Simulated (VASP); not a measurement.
Set up this calculation in VASP 6.6.1, as the native input.

```yaml
Task: single point
Functional: PBEsol
Dispersion: D3(BJ)
Potentials_or_basis: VASP PAW PBE potentials, release 64 (W_sv, Se)
Cutoff: 520 eV
k_mesh: 12 × 12 × 2
Occupations: gaussian, width 0.02 eV
Spin: no spin polarisation
Dipole_correction: no
Further_INCAR_settings: ALGO = Normal; EDIFF = 1e-06; NBANDS = 35
```

The structure of WSe2 lies in POSCAR:

```
WSe2
1.0
    3.2304557874      0.0000000000      0.0000000000
   -1.6152278937      2.7976567777      0.0000000000
    0.0000000000      0.0000000000     12.4145013743
W Se
2 4
Direct
    0.3333333333      0.6666666667      0.2500000000
    0.6666666667      0.3333333333      0.7500000000
    0.3333333333      0.6666666667      0.6145805821
    0.6666666667      0.3333333333      0.1145805821
    0.3333333333      0.6666666667      0.8854194179
    0.6666666667      0.3333333333      0.3854194179
```

These files were run (other wordings do the same):

INCAR

```
SYSTEM = WSe2
PREC = Accurate
ENCUT = 520
EDIFF = 1E-6
ISMEAR = 0
SIGMA = 0.02
LREAL = .False.
LASPH = .True.
NELM = 80
ALGO = Normal
ISIF = 2
LWAVE = .False.
LCHARG = .False.
GGA = PS
IVDW = 12
NBANDS = 35
```

KPOINTS

```
regular mesh
0
Gamma
  12 12 2
  0 0 0
```

Potentials or basis: VASP PAW PBE potentials, release 64 (W_sv, Se).

The run is started by

```bash
$ cat potpaw_PBE.64/W_sv/POTCAR potpaw_PBE.64/Se/POTCAR > POTCAR
$ mpirun -np 1 vasp_std > vasp.out
```

Results of the run:

```json
{
  "Pressure": "0.5 GPa",
  "Largest force": "0.063 eV/Å",
  "Band gap on the k mesh": "0.70 eV, indirect (least direct gap 1.65 eV)",
  "Dispersion energy per atom": "-0.477 eV"
}
```

Caveat: the PAW data sets were made with another functional, which shifts forces and pressure a little; spin-orbit coupling is left out, which moves the levels of the heavy elements.

Wall time 2.3 min on 1 thread of Intel(R) Xeon(R) 6975P-C (Granite Rapids), on a shared host, peak memory 0.29 GiB.
